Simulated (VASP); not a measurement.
## In2Se3: single point with r2SCAN+rVV10

In2Se3:

```
CELL_PARAMETERS angstrom
3.95522 0.00000 0.00000
-1.97761 3.42532 0.00000
0.00000 0.00000 9.54470
ATOMIC_POSITIONS crystal
In 0.33333 0.66667 0.80524
In 0.66667 0.33333 0.19476
Se 0.00000 0.00000 0.00000
Se 0.33333 0.66667 0.33399
Se 0.66667 0.33333 0.66601
```

- Program: VASP 6.6.1
- Task: single point
- Functional: r2SCAN
- Dispersion: rVV10
- Potentials or basis: VASP PAW PBE potentials, release 64 (In_d, Se)
- Cutoff: 550 eV
- k mesh: 12 × 12 × 4
- Occupations: gaussian, width 0.02 eV
- Spin: no spin polarisation

| Item | Value |
| --- | --- |
| Pressure | 0.3 GPa |
| Largest force | 0.021 eV/Å |
| Band gap on the k mesh | 0.28 eV (least direct gap 0.82 eV) |

Forces on the atoms (eV/Å):
```
In   0.000  0.000 -0.009
In   0.000  0.000  0.009
Se   0.000  0.000  0.000
Se   0.000  0.000  0.021
Se   0.000  0.000 -0.021
```

Levels at points of the mesh, in eV from the valence-band top:
| k point | band 20 | band 21 | band 22 | band 23 | band 24 | band 25 |
| --- | --- | --- | --- | --- | --- | --- |
| (0.00, 0.00, 0.00) | -0.20 | -0.20 | -0.13 | 1.35 | 3.50 | 3.70 |
| (0.50, 0.00, 0.00) | -1.33 | -0.85 | -0.54 | 0.28 | 3.33 | 4.47 |
| (0.00, 0.00, 0.50) | -0.33 | -0.28 | -0.28 | 2.55 | 3.07 | 3.59 |
| (0.50, 0.00, 0.50) | -1.56 | -0.35 | -0.18 | 0.83 | 2.75 | 4.02 |

Wall time 40 min on 1 thread of Oxide Virtual Turin-like Processor, with other jobs on the host, peak memory 0.68 GiB.

Caveat: semilocal functionals underestimate gaps, and a narrow one can read as zero; the PAW data sets were made with another functional, which shifts forces and pressure a little; spin-orbit coupling is left out, which moves the levels of the heavy elements. A k mesh can miss the band edges.
